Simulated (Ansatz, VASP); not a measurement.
## Two plane-wave programs on FeSi

```
Fe Si
1.0
     4.36896    0.00000    0.00000
     0.00000    4.36896    0.00000
     0.00000    0.00000    4.36896
Fe Si
4 4
Cartesian
  0.5977 0.5977 0.5977
  1.5868 3.7712 2.7822
  2.7822 1.5868 3.7712
  3.7712 2.7822 1.5868
  3.6735 3.6735 3.6735
  2.8800 0.6955 1.4890
  1.4890 2.8800 0.6955
  0.6955 1.4890 2.8800
```

Alike in both runs: functional LDA; k mesh 8 × 8 × 8; no spin polarisation.

Ansatz relaxed the structure, and its values are those at the end. VASP's run is a single point on that final structure, the one shown.

|  | VASP | Ansatz |
| --- | --- | --- |
| version | VASP 6.6.1 | Ansatz 0.2.0 |
| potentials or method | VASP PAW LDA potentials, release 64 (Fe, Si) | scalar-relativistic, plane waves, PAW |
| plane-wave cutoff (eV) | 520 | 420 |
| occupations | gaussian, width 0.01 eV | fixed |
| valence electrons in the cell | 48 | 80 |

VASP gave:

```
pressure (GPa)                     : 0.9
rms of the force components (eV/Å) : 0.020
```

Problem. Estimate Ansatz's values.

Solution. Pressure (GPa): 0.0; rms of the force components (eV/Å): 0.000.

LDA's correlation is that of Perdew and Zunger in VASP and of Perdew and Wang (1992) in Ansatz. VASP's potentials hold 48 valence electrons a cell and Ansatz's 80, so a difference there can come from the potentials and not from the codes.
